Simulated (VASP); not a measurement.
# Cs: single point with PBE

The system is Cs.

```
CELL_PARAMETERS angstrom
-3.03350 3.03350 3.03350
3.03350 -3.03350 3.03350
3.03350 3.03350 -3.03350
ATOMIC_POSITIONS crystal
Cs 0.00000 0.00000 0.00000
```

* Program: VASP 6.6.1
* Task: single point
* Functional: PBE
* Potentials or basis: VASP PAW PBE potentials, release 64 (Cs_sv)
* Cutoff: 520 eV
* k mesh: 10 × 10 × 10
* Occupations: gaussian, width 0.1 eV
* Spin: no spin polarisation

```
Pressure               : 0.1 GPa
Band gap on the k mesh : zero (an odd number of electrons rules out a gap without spin polarisation)
```

Levels at points of the mesh, in eV from the Fermi level:
```csv
k point,band 2,band 3,band 4,band 5,band 6,band 7
"(0.00, 0.00, 0.00)",-10.59,-10.59,-10.59,-1.71,2.50,2.50
"(0.50, 0.00, 0.00)",-10.74,-10.64,-10.59,0.02,0.90,1.63
"(0.50, 0.50, 0.50)",-10.69,-10.69,-10.69,0.62,0.62,3.08
```

It took 17 s on 1 thread of Intel(R) Xeon(R) 6975P-C (Granite Rapids) (shared host), peak memory 0.25 GiB.

Caveat: spin-orbit coupling is left out, which moves the levels of the heavy elements.
